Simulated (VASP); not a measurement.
Here is a VASP 6.6.1 calculation.

INCAR

```
SYSTEM = ZnS
ALGO = Normal
EDIFF = 1E-6
ENCUT = 520
GGA = CA
ISIF = 2
ISMEAR = -1
LASPH = .TRUE.
LCHARG = .TRUE.
LELF = .TRUE.
LREAL = .FALSE.
LVHAR = .TRUE.
LWAVE = .FALSE.
NBANDS = 16
NELM = 100
PREC = Accurate
SIGMA = 0.08
```

File KPOINTS:

```
k-points
0
G
  16 16 16
  0 0 0
```

Contents of POSCAR:

```
ZnS
1.0
    0.0000000000      2.6484702549      2.6484702549
    2.6484702549      0.0000000000      2.6484702549
    2.6484702549      2.6484702549      0.0000000000
Zn S
1 1
Direct
    0.7500000000      0.7500000000      0.7500000000
    0.0000000000      0.0000000000      0.0000000000
```

Potentials or basis: VASP PAW LDA potentials, release 64 (Zn, S).

Run with:

```sh
$ cat potpaw_LDA.64/Zn/POTCAR potpaw_LDA.64/S/POTCAR > POTCAR
$ mpirun -np 1 vasp_std > vasp.out
```

(1) Predict the pressure.

(2) Predict the band gap on the k mesh.

Results:

(1) 0.2 GPa.

(2) 2.16 eV.
